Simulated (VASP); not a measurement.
Write the native input for VASP 6.6.1 that does the following.

```
Task                   : single point
Functional             : LDA
Potentials or basis    : VASP PAW LDA potentials, release 64 (Hf_pv, N)
Cutoff                 : 520 eV
k mesh                 : 15 × 15 × 8
Occupations            : fermi-dirac, width 0.15 eV
Spin                   : no spin polarisation
Dipole correction      : no
Further INCAR settings : ALGO = Normal; EDIFF = 1e-07; NBANDS = 23
```

The structure of HfN lies in POSCAR:

```
HfN
1.0
    3.0345462583      0.0000000000      0.0000000000
   -1.5172731291      2.6279941486      0.0000000000
    0.0000000000      0.0000000000      5.2449969234
Hf N
2 2
Direct
    0.6666666667      0.3333333333      0.7500000000
    0.3333333333      0.6666666667      0.2500000000
    0.0000000000      0.0000000000      0.0000000000
    0.0000000000      0.0000000000      0.5000000000
```

One way to write it, as run:

INCAR

```
ALGO = Normal ; EDIFF = 1E-7
ENCUT = 520 ; GGA = CA
ISIF = 2 ; ISMEAR = -1
LASPH = T ; LCHARG = F
LREAL = F ; LWAVE = F
NBANDS = 23 ; NELM = 60
PREC = Accurate ; SIGMA = 0.15
```

KPOINTS

```
k-points
0
Gamma
  15 15 8
```

Potentials or basis: VASP PAW LDA potentials, release 64 (Hf_pv, N).

The run is started by

```console
$ cat potpaw_LDA.64/Hf_pv/POTCAR potpaw_LDA.64/N/POTCAR > POTCAR
$ mpirun -np 1 vasp_std > vasp.out
```

Results of the run:

```
Pressure               : 21.0 GPa
Band gap on the k mesh : zero (band 15 reaches 10.76 eV, above the bottom of band 16 at 8.14 eV)
```

Caveat: spin-orbit coupling is left out, which moves the levels of the heavy elements.

Wall time 78 s on 1 thread of Intel(R) Xeon(R) Platinum 8259CL CPU @ 2.50GHz (Skylake/Cascade Lake), with other jobs on the host, peak memory 0.22 GiB.
